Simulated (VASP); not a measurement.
Here is a VASP 6.6.1 calculation.

The input POSCAR:

```
SbS
1.0
    1.8463059446      1.0659652341      3.8650813426
   -1.8463059446      1.0659652341      3.8650813426
    0.0000000000     -2.1319304682      3.8650813426
Sb S
1 1
Direct
    0.0000000000      0.0000000000      0.0000000000
    0.5000000000      0.5000000000      0.5000000000
```

Contents of INCAR.step1:

```
PREC = Accurate
ENCUT = 520
ISMEAR = 0
SIGMA = 0.1
LREAL = F
LASPH = T
NELM = 60
NBANDS = 12
GGA = PE
ALGO = Normal
EDIFF = 1E-4
LWAVE = T
LCHARG = F
```

INCAR.step2

```
PREC = Accurate
ENCUT = 520
EDIFF = 1E-6
ISMEAR = 0
SIGMA = 0.1
LREAL = F
LASPH = T
NELM = 60
ALGO = Normal
ISIF = 2
LWAVE = F
LCHARG = F
METAGGA = R2SCAN
LMIXTAU = T
NBANDS = 12
ISTART = 1
```

Contents of KPOINTS:

```
regular mesh
0
Gamma
  18 18 18
```

Potentials or basis: VASP PAW PBE potentials, release 64 (Sb, S).

The run is started by

```bash
$ cat potpaw_PBE.64/Sb/POTCAR potpaw_PBE.64/S/POTCAR > POTCAR
$ cp INCAR.step1 INCAR
$ mpirun -np 1 vasp_std > vasp.out
$ cp INCAR.step2 INCAR
$ mpirun -np 1 vasp_std > vasp.out
```

(1) Predict the band gap on the k mesh.

(2) What does it give for the pressure?

Answers

(1) zero (an odd number of electrons rules out a gap without spin polarisation).

(2) -0.3 GPa.

Caveat: the PAW data sets were made with another functional, which shifts forces and pressure a little; spin-orbit coupling is left out, which moves the levels of the heavy elements.
